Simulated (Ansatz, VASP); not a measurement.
# Mo: VASP beside Ansatz

```
CELL_PARAMETERS angstrom
-1.64289 1.64289 1.48642
1.64289 -1.64289 1.48642
1.64289 1.64289 -1.48642
ATOMIC_POSITIONS crystal
Mo 0.00000 0.00000 0.00000
```

Change from the starting cell: strain +0.050 along x and y, -0.050 along z, atoms carried along.

Alike in both runs: task single point; functional PBEsol; k mesh 26 × 26 × 26; occupations gaussian, width 0.15 eV; no spin polarisation.

```csv
,VASP,Ansatz
version,VASP 6.6.1,Ansatz 0.2.0
potentials or method,"VASP PAW PBE potentials, release 64 (Mo_sv), cutoff 520 eV","scalar-relativistic, plane waves, PAW"
valence electrons in the cell,14,14
```

Ansatz gave:

| Item | Value |
| --- | --- |
| gap on the k mesh at the Fermi level (eV) | none |
| pressure (GPa) | -10.4 |
| traceless stress, the component that is largest in VASP (GPa) | 18.44 |

Question: What did VASP give for the same quantities?

Answer: gap on the k mesh at the Fermi level (eV): none; pressure (GPa): -9.9; traceless stress, the component that is largest in VASP (GPa): 18.43.

VASP's potentials were made for PBE, not for PBEsol. A gap of «none» marks a metal or a gap that the smearing closes.
